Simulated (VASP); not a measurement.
# Tl (P6_3/mmc) in VASP: notebook

Tl is run at these levels: PBEsol; tasks: single point.

All numbers are computed with VASP 6.6.1; they aren't measurements. Logs are shortened: lines on timing, memory, paths and dates and some standing lists are left out, and cuts for length are marked.

### Step 1. The cell of the first run

Symmetry: P6_3/mmc, No. 194, hexagonal system. Conventional cell: a = 3.180 Å, b = 3.180 Å, c = 5.304 Å, α = 90.00°, β = 90.00°, γ = 120.00°. Tl (site symmetry -6m2) has 12 Tl at 3.18 to 3.23 Å within 4.2 Å.

### Step 2. Single point, PBEsol (strain -0.080 along x and y, -0.040 along z)

File INCAR:

```
SYSTEM = Tl
  PREC = Accurate
  ENCUT = 520
  EDIFF = 1E-7
  ISMEAR = 0
  SIGMA = 0.15
  LREAL = .FALSE.
  LASPH = .TRUE.
  NELM = 80
  ALGO = Fast
  ISIF = 2
  LWAVE = .FALSE.
  LCHARG = .FALSE.
  GGA = PS
  NBANDS = 20
```

File KPOINTS:

```
regular mesh
0
G
  18 18 10
  0 0 0
```

File POSCAR:

```
Tl
1.0
    3.1795184880      0.0000000000      0.0000000000
   -1.5897592440      2.7535437824      0.0000000000
    0.0000000000      0.0000000000      5.3040000000
Tl
2
Direct
    0.3333333333      0.6666666667      0.2500000000
    0.6666666667      0.3333333333      0.7500000000
```

Potentials or basis: VASP PAW PBE potentials, release 64 (Tl_d).

Command:

```sh
$ cat potpaw_PBE.64/Tl_d/POTCAR > POTCAR
$ mpirun -np 1 vasp_std > vasp.out
```

OUTCAR:

```text
SYSTEM = Tl
   PREC = Accurate
   ENCUT = 520
   EDIFF = 1E-7
   ISMEAR = 0
   LREAL = .FALSE.
   LASPH = .TRUE.
   NELM = 80
   ISIF = 2
   GGA = PS

 ion  position               nearest neighbor table
   1  0.333  0.667  0.250-   2 3.23   2 3.23   2 3.23   2 3.23   2 3.23   2 3.23
   2  0.667  0.333  0.750-   1 3.23   1 3.23   1 3.23   1 3.23   1 3.23   1 3.23

  LATTYP: Found a hexagonal cell.
 ALAT       =     3.1795184880
 C/A-ratio  =     1.6681771218

  Lattice vectors:

 A1 = (   3.1795184880,   0.0000000000,   0.0000000000)
 A2 = (  -1.5897592440,   2.7535437824,   0.0000000000)
 A3 = (   0.0000000000,   0.0000000000,   5.3040000000)

Analysis of symmetry for initial positions (statically):
=====================================================================
 Subroutine PRICEL returns:
 Original cell was already a primitive cell.

 Routine SETGRP: Setting up the symmetry group for a
 hexagonal supercell.

 Subroutine GETGRP returns: Found 24 space group operations
 (whereof 12 operations were pure point group operations)
 out of a pool of 24 trial point group operations.

The static configuration has the point symmetry D_3d.
 The point group associated with its full space group is D_6h.

Analysis of symmetry for dynamics (positions and initial velocities):
=====================================================================
 Subroutine PRICEL returns:
 Original cell was already a primitive cell.

 Routine SETGRP: Setting up the symmetry group for a
 hexagonal supercell.

 Subroutine GETGRP returns: Found 24 space group operations
 (whereof 12 operations were pure point group operations)
 out of a pool of 24 trial point group operations.

The dynamic configuration has the point symmetry D_3d.
 The point group associated with its full space group is D_6h.

 Subroutine INISYM returns: Found 24 space group operations
 (whereof 12 operations are pure point group operations),
 and found     1 'primitive' translations

----------------------------------------------------------------------------------------

                                     Primitive cell

  volume of cell :      46.4362

  direct lattice vectors                    reciprocal lattice vectors
     3.179518488  0.000000000  0.000000000     0.314513032  0.181584184  0.000000000
    -1.589759244  2.753543782  0.000000000     0.000000000  0.363168367  0.000000000
     0.000000000  0.000000000  5.304000000     0.000000000  0.000000000  0.188536953

  length of vectors
     3.179518488  3.179518488  5.304000000     0.363168367  0.363168367  0.188536953

  position of ions in fractional coordinates (direct lattice)
     0.333333333  0.666666667  0.250000000
     0.666666667  0.333333333  0.750000000

  ion indices of the primitive-cell ions
   primitive index   ion index
                 1           1
                 2           2

----------------------------------------------------------------------------------------

 KPOINTS: regular mesh

Automatic generation of k-mesh.
 Grid dimensions read from file:
 generate k-points for:   18   18   10

 Generating k-lattice:

  Cartesian coordinates                     Fractional coordinates (reciprocal lattice)
     0.017472946  0.010088010  0.000000000     0.055555556  0.000000000  0.000000000
     0.000000000  0.020176020  0.000000000     0.000000000  0.055555556  0.000000000
     0.000000000  0.000000000  0.018853695     0.000000000  0.000000000  0.100000000

  Length of vectors
     0.020176020  0.020176020  0.018853695

  Shift w.r.t. Gamma in fractional coordinates (k-lattice)
     0.000000000  0.000000000  0.000000000

 Subroutine IBZKPT returns following result:
 ===========================================

 Found    222 irreducible k-points:

 Following reciprocal coordinates:
            Coordinates               Weight
  0.000000  0.000000  0.000000      1.000000
  0.055556  0.000000  0.000000      6.000000
  0.111111  0.000000  0.000000      6.000000
  0.166667  0.000000  0.000000      6.000000
  0.222222  0.000000  0.000000      6.000000
  0.277778 -0.000000  0.000000      6.000000
[... 16 lines left out ...]
  0.333333  0.111111  0.000000     12.000000
  0.388889  0.111111  0.000000     12.000000
 [... further k-points ...]
   k-points           NKPTS =    222   k-points in BZ     NKDIM =    222   number of bands    NBANDS=     20
   number of dos      NEDOS =    301   number of ions     NIONS =      2
   total plane-waves  NPLWV =  23040
   dimension x,y,z NGX =    24 NGY =   24 NGZ =   40
   dimension x,y,z NGXF=    48 NGYF=   48 NGZF=   80
   ions per type =               2
   NGX,Y,Z   is equivalent  to a cutoff of  12.55, 12.55, 12.54 a.u.
   NGXF,Y,Z  is equivalent  to a cutoff of  25.10, 25.10, 25.07 a.u.
 SYSTEM =  Tl
   PREC   = accura    normal or accurate (medium, high low for compatibility)
   ISTART =      0    job   : 0-new  1-cont  2-samecut
   ICHARG =      2    charge: 1-file 2-atom 10-const
   ISPIN  =      1    spin polarized calculation?
   LNONCOLLINEAR =      F non collinear calculations
   LSORBIT =      F    spin-orbit coupling
   LASPH  =      T    aspherical Exc in radial PAW
   ENCUT  =  520.0 eV  38.22 Ry    6.18 a.u.   5.91  5.91  9.86*2*pi/ulx,y,z
   NELM   =     80;   NELMIN=  2; NELMDL= -5     # of ELM steps
   EDIFF  = 0.1E-06   stopping-criterion for ELM
   LREAL  =      F    real-space projection
   EDIFFG = 0.1E-05   stopping-criterion for IOM
   NSW    =      0    number of steps for IOM
   IBRION =     -1    ionic relax: 0-MD 1-quasi-New 2-CG
   NFREE  =      0    steps in history (QN), initial steepest desc. (CG)
   ISIF   =      2    stress and relaxation
   ISYM   =      2    0-nonsym 1-usesym 2-fastsym
   POTIM  = 0.5000    time-step for ionic-motion
   TEBEG  =    0.0;   TEEND  =   0.0 temperature during run
   PSTRESS=    0.0 pullay stress
   NELECT =      26.0000    total number of electrons
   NUPDOWN=      -1.0000    fix difference up-down
   EMIN   =  10.00;   EMAX   =-10.00  energy-range for DOS
   EFERMI =   0.00;   METHOD = LEGACY
   ISMEAR =     0;   SIGMA  =   0.15  broadening in eV -4-tet -1-fermi 0-gaus
   EFERMI_NEDOS =   21; number of points for ismear=-14 and -15
   IALGO  =     68    algorithm
   IMIX   =      4    mixing-type and parameters
     AMIX     =   0.40;   BMIX     =  1.00
     AMIX_MAG =   1.60;   BMIX_MAG =  1.00
  volume/ion in A,a.u.               =      23.22       156.68
  Fermi-wavevector in a.u.,A,eV,Ry     =   1.349316  2.549837 24.771496  1.820654
  Thomas-Fermi vector in A             =   2.476913
   LORBIT       =      0    0 simple, 1 ext, 2 COOP (PROOUT), +10 PAW based schemes
   GGA     = PS    functional components
   LHFCALC =     F    Hartree Fock is set to
   AEXX    =    0.0000 exact exchange contribution
   IVDW    =     0    specifies the selected vdW correction
   LEPSILON=     F    determine dielectric tensor
   LRPA    =     F    only Hartree local field effects (RPA)
 non-spin polarized calculation
 RMM-DIIS sequential band-by-band and
 Gauss-broadening in eV      SIGMA  =   0.15
  energy-cutoff  :      520.00
  volume of cell :       46.44
 maximum number of plane-waves:      1278
 NGX is ok and might be reduce to    24
   NGX = 11   NGY = 11   NGZ = 19

 number of electron      26.0000006 magnetization

 Free energy of the ion-electron system (eV)
  ---------------------------------------------------
  ext. energy  EPLUGINS =         0.00000000
  ---------------------------------------------------
  free energy    TOTEN  =        -4.90118423 eV

  energy without entropy =       -4.89211177  energy(sigma->0) =       -4.89664800

 E-fermi :   8.9218     XC(G=0): -11.4507

 val. band max:        8.9187390889   @ k =   0.3889   0.0000   0.0000
 cond. band min:       8.9451622097   @ k =   0.2222   0.2222   0.0000
 fundamental gap:      0.0264231208
 Fermi energy:         8.9217704161

 k-point     1 :       0.0000    0.0000    0.0000
  band No.  band energies     occupation
      1      -3.5947      2.00000
      2      -3.1431      2.00000
      3      -3.0416      2.00000
      4      -3.0416      2.00000
      5      -2.9590      2.00000
      6      -2.9590      2.00000
[... 12 lines left out ...]
     19      21.3452      0.00000
     20      21.3452      0.00000

 k-point     2 :       0.0556    0.0000    0.0000
  band No.  band energies     occupation
      1      -3.5692      2.00000
      2      -3.1441      2.00000
      3      -3.0348      2.00000
      4      -3.0177      2.00000
      5      -2.9665      2.00000
      6      -2.9366      2.00000
[... 12 lines left out ...]
     19      21.6737      0.00000
     20      21.6816      0.00000

 k-point     3 :       0.1111    0.0000    0.0000
  band No.  band energies     occupation
      1      -3.5051      2.00000
      2      -3.1628      2.00000
      3      -3.0205      2.00000
      4      -2.9702      2.00000
      5      -2.9484      2.00000
      6      -2.8716      2.00000
[... 12 lines left out ...]
     19      21.7603      0.00000
     20      21.8180      0.00000

 k-point     4 :       0.1667    0.0000    0.0000
  band No.  band energies     occupation
      1      -3.4501      2.00000
      2      -3.1702      2.00000
      3      -3.0588      2.00000
      4      -2.9058      2.00000
      5      -2.8909      2.00000
      6      -2.8402      2.00000
[... 12 lines left out ...]
     19      21.0324      0.00000
     20      21.8681      0.00000

 k-point     5 :       0.2222    0.0000    0.0000
  band No.  band energies     occupation
      1      -3.4637      2.00000
      2      -3.1792      2.00000
      3      -3.0476      2.00000
      4      -3.0030      2.00000
      5      -2.8759      2.00000
      6      -2.8094      2.00000
[... 12 lines left out ...]
     19      21.0785      0.00000
     20      21.1019      0.00000
[... 353 lines left out ...]
      6      -2.7401      2.00000
[... 12 lines left out ...]
     19      19.2499      0.00000
     20      20.7904      0.00000

 k-point    22 :       0.2778    0.1111    0.0000
  band No.  band energies     occupation
      1      -3.4939      2.00000
      2      -3.2595      2.00000
      3      -3.2401      2.00000
      4      -3.0049      2.00000
      5      -2.8895      2.00000
      6      -2.7267      2.00000
[... 12 lines left out ...]
     19      18.8158      0.00000
     20      20.6418      0.00000

 k-point    23 :       0.3333    0.1111    0.0000
  band No.  band energies     occupation
      1      -3.5507      2.00000
      2      -3.3515      2.00000
      3      -3.2793      2.00000
      4      -3.0232      2.00000
      5      -2.8151      2.00000
      6      -2.7815      2.00000
[... 12 lines left out ...]
     19      18.5028      0.00000
     20      20.5175      0.00000

 k-point    24 :       0.3889    0.1111    0.0000
  band No.  band energies     occupation
      1      -3.5880      2.00000
      2      -3.4101      2.00000
      3      -3.3084      2.00000
      4      -3.0317      2.00000
      5      -2.8194      2.00000
      6      -2.7666      2.00000
[... 12 lines left out ...]
     19      18.3136      0.00000
     20      20.4386      0.00000

 [... further k-points ...]
[... 5 lines left out ...]
  --------------------------------------------------------------------------------------
  -------------------------------------------------------------------------------------
  Total        4.0190028      4.0190028      3.4755321     -0.0000000      0.0000000     -0.0000000
  in kB      138.6666530    138.6666530    119.9154178     -0.0000000      0.0000000     -0.0000000
  external PRESSURE =     132.4162413 kB  Pullay stress =       0.0000000 kB

 VOLUME and BASIS-vectors are now :
 -----------------------------------------------------------------------------
  energy-cutoff  :      520.00
  volume of cell :       46.44
      direct lattice vectors                 reciprocal lattice vectors
     3.179518488  0.000000000  0.000000000     0.314513032  0.181584184  0.000000000
    -1.589759244  2.753543782  0.000000000     0.000000000  0.363168367  0.000000000
     0.000000000  0.000000000  5.304000000     0.000000000  0.000000000  0.188536953

 POSITION                                       TOTAL-FORCE (eV/Angst)
 -----------------------------------------------------------------------------------
     -0.00000      1.83570      1.32600         0.000000     -0.000000      0.000000
      1.58976      0.91785      3.97800        -0.000000      0.000000      0.000000
 -----------------------------------------------------------------------------------
    total drift:                                0.000000     -0.000000      0.000000

  FREE ENERGIE OF THE ION-ELECTRON SYSTEM (eV)
  ---------------------------------------------------
  free  energy   TOTEN  =        -4.9011842328 eV

  energy  without entropy=       -4.8921117702  energy(sigma->0) =       -4.89664800
```

Run time: 3 min. Hardware: 1 thread of Oxide Virtual Turin-like, shared host; peak memory 0.25 GiB.

What came out:

- Free energy: -4.9012 eV
- Pressure: 13.2 GPa
- Band gap on the k mesh: zero (band 13 reaches 12.71 eV, above the bottom of band 14 at 5.81 eV)

Caveat: the cell differs from its parent crystal (strain -0.080 along x and y, -0.040 along z); the PAW data sets were made with another functional, which shifts forces and pressure a little; spin-orbit coupling is left out, which moves the levels of the heavy elements.

### Step 3. Single point, PBEsol (strain -0.080 along x and y, +0.000 along z)

Edit INCAR of step 2 so:

```diff
@@ -8,3 +8,3 @@
   LASPH = .TRUE.
-  NELM = 80
+  NELM = 100
   ALGO = Fast
```

File KPOINTS:

```
Automatic mesh
0
G
  18 18 10
  0 0 0
```

Edit POSCAR of step 2 so:

```diff
@@ -4,3 +4,3 @@
    -1.5897592440      2.7535437824      0.0000000000
-    0.0000000000      0.0000000000      5.3040000000
+    0.0000000000      0.0000000000      5.5250000000
 Tl
```

Potentials or basis: VASP PAW PBE potentials, release 64 (Tl_d).

Command:

```sh
$ cat potpaw_PBE.64/Tl_d/POTCAR > POTCAR
$ mpirun -np 1 vasp_std > vasp.out
```

Run time: 2.7 min. Hardware: 1 thread of Oxide Virtual Turin-like, shared host; peak memory 0.25 GiB.

Results (log left out):

| Quantity | Value |
| --- | --- |
| Free energy | -5.0176 eV |
| Pressure | 9.6 GPa |
| Band gap on the k mesh | zero (band 13 reaches 11.65 eV, above the bottom of band 14 at 5.43 eV) |

Stress tensor (GPa, compression positive):
```
10.81  0.00  0.00
 0.00 10.81  0.00
 0.00  0.00  7.20
```

Levels at points of the mesh, in eV from the Fermi level:
```tsv
k point	band 11	band 12	band 13	band 14	band 15	band 16
(0.00, 0.00, 0.00)	-11.14	-5.96	-3.96	9.83	10.31	10.31
(0.50, 0.00, 0.00)	-5.55	-4.79	-0.91	-0.22	1.25	3.98
(0.00, 0.00, 0.50)	-9.78	-9.78	2.53	2.53	11.25	11.25
(0.50, 0.00, 0.50)	-4.40	-4.40	-2.92	-2.92	6.14	6.14
```

Caveat: the cell differs from its parent crystal (strain -0.080 along x and y, +0.000 along z); the PAW data sets were made with another functional, which shifts forces and pressure a little; spin-orbit coupling is left out, which moves the levels of the heavy elements.

(Part 1 of 2 ends here.)
